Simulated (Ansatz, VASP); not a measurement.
## Sb2Se3: VASP beside Ansatz

INCAR

```
PREC = Accurate ; ENCUT = 520
EDIFF = 1E-6 ; ISMEAR = -1
SIGMA = 0.02 ; LREAL = F
LASPH = T ; NELM = 60
ALGO = Normal ; ISIF = 2
LWAVE = F ; LCHARG = T
GGA = PE ; LELF = T
LVHAR = T ; NBANDS = 22
```

Contents of KPOINTS:

```
regular mesh
0
Gamma
  8 8 8
```

Contents of POSCAR:

```
Sb2Se3
1.0
    2.0131857628      1.1623133420      9.6638118641
   -2.0131857628      1.1623133420      9.6638118641
    0.0000000000     -2.3246266841      9.6638118641
Sb Se
2 3
Direct
    0.3980137567      0.3980137567      0.3980137567
    0.6019862433      0.6019862433      0.6019862433
    0.2152848030      0.2152848030      0.2152848030
    0.7847151970      0.7847151970      0.7847151970
    0.0000000000      0.0000000000      0.0000000000
```

Input for Ansatz:

```yaml
crystal:
  lattice:
    - [2.0131857628, 1.162313342, 9.6638118641]
    - [-2.0131857628, 1.162313342, 9.6638118641]
    - [0.0, -2.3246266841, 9.6638118641]
  atoms:
    - { symbol: Sb, position: [0.3980137567, 0.3980137567, 0.3980137567] }
    - { symbol: Sb, position: [0.6019862433, 0.6019862433, 0.6019862433] }
    - { symbol: Se, position: [0.215284803, 0.215284803, 0.215284803] }
    - { symbol: Se, position: [0.784715197, 0.784715197, 0.784715197] }
    - { symbol: Se, position: [0.0, 0.0, 0.0] }
kpoints:
  mp_grid: { grid: [8, 8, 8] }
  band_path:
    path:
      - [0.0, 0.0, 0.0]
      - [0.5, 0.5, 0.5]
      - [0.82368931, 0.17631069, 0.5]
      - [0.5, -0.17631069, 0.17631069]
      - [0.5, 0.0, 0.0]
      - [0.338155345, -0.338155345, 0.0]
      - [0.661844655, 0.0, 0.338155345]
      - [0.5, 0.0, 0.5]
    npoints: 1
hamiltonian:
  xc: pbe
scf:
  occupations: { method: fermi_dirac, width: 0.02 }
  n_extra_bands: 5
output:
  forces: true
  stress: true
  eigenvalues: true
```

Alike in both runs: task single point; functional PBE; k mesh 8 × 8 × 8; occupations fermi-dirac, width 0.02 eV; no spin polarisation.

|  | VASP | Ansatz |
| --- | --- | --- |
| version | VASP 6.6.1 | Ansatz 0.2.0 |
| potentials or method | VASP PAW PBE potentials, release 64 (Sb, Se) | plane waves, PAW |
| plane-wave cutoff (eV) | 520 | 420 |
| valence electrons in the cell | 28 | 78 |

Ansatz gave:

* pressure (GPa): 2.1
* traceless stress, the component that is largest in VASP (GPa): -0.11
* rms of the force components (eV/Å): 0.067

Q: Which values does VASP return?

A: Pressure (GPa): 2.1; traceless stress, the component that is largest in VASP (GPa): -0.11; rms of the force components (eV/Å): 0.077.

Atom by atom the forces differ by 0.012 eV/Å (rms over components). VASP's potentials hold 28 valence electrons a cell and Ansatz's 78, so a difference there can come from the potentials and not from the codes.

Spin-orbit coupling is off throughout.
